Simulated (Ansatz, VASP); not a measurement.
# Cu: VASP beside Ansatz

The input INCAR:

```
SYSTEM = Cu
PREC     = Accurate       ! precision mode
ENCUT    = 520            ! plane-wave cutoff, eV
EDIFF    = 1E-6           ! SCF threshold, eV
ISMEAR   = 0              ! smearing method
SIGMA    = 0.15           ! smearing width, eV
LREAL    = .FALSE.        ! projectors in reciprocal space
LASPH    = .TRUE.         ! aspherical terms in the spheres
NELM     = 80             ! most SCF steps
ALGO     = Normal         ! electronic algorithm
ISIF     = 2              ! what is computed and relaxed
LWAVE    = .FALSE.        ! write WAVECAR
LCHARG   = .FALSE.        ! write CHGCAR
GGA      = PE             ! functional
NBANDS   = 12             ! bands
```

KPOINTS

```
regular mesh
0
G
  22 22 22
  0 0 0
```

File POSCAR:

```
Cu
1.0
   -1.4978000000      1.4978000000      1.3359000000
    1.4978000000     -1.4978000000      1.3359000000
    1.4978000000      1.4978000000     -1.3359000000
Cu
1
Direct
    0.0000000000      0.0000000000      0.0000000000
```

Input for Ansatz:

```yaml
crystal:
  lattice:
    - [-1.4978, 1.4978, 1.3359]
    - [1.4978, -1.4978, 1.3359]
    - [1.4978, 1.4978, -1.3359]
  atoms:
    - { symbol: Cu, position: [0.0, 0.0, 0.0] }
basis:
  ecutwfc: 520.0
kpoints:
  mp_grid: { grid: [22, 22, 22] }
hamiltonian:
  xc: pbe
  pseudopotentials: { kind: paw, azcp: { folder: soft_1 } }
scf:
  occupations: { method: gaussian, width: 0.15 }
output:
  forces: true
  stress: true
  eigenvalues: true
```

Alike in both runs: task single point; functional PBE; k mesh 22 × 22 × 22; occupations gaussian, width 0.15 eV; no spin polarisation.

|  | VASP | Ansatz |
| --- | --- | --- |
| version | VASP 6.6.1 | Ansatz 0.2.0 |
| potentials or method | VASP PAW PBE potentials, release 64 (Cu), cutoff 520 eV | scalar-relativistic, plane waves, PAW |
| valence electrons in the cell | 11 | 19 |

|  | VASP | Ansatz | Ansatz less VASP |
| --- | --- | --- | --- |
| gap on the k mesh at the Fermi level (eV) | none | none | - |
| pressure (GPa) | 1.1 | 0.4 | -0.70 |
| traceless stress, the component that is largest in VASP (GPa) | 0.85 | 0.82 | -0.030 |

A gap of «none» marks a metal or a gap that the smearing closes. With one functional, cell and mesh, what is left measures potentials, basis and numerics. VASP's potentials hold 11 valence electrons a cell and Ansatz's 19, so a difference there can come from the potentials and not from the codes.
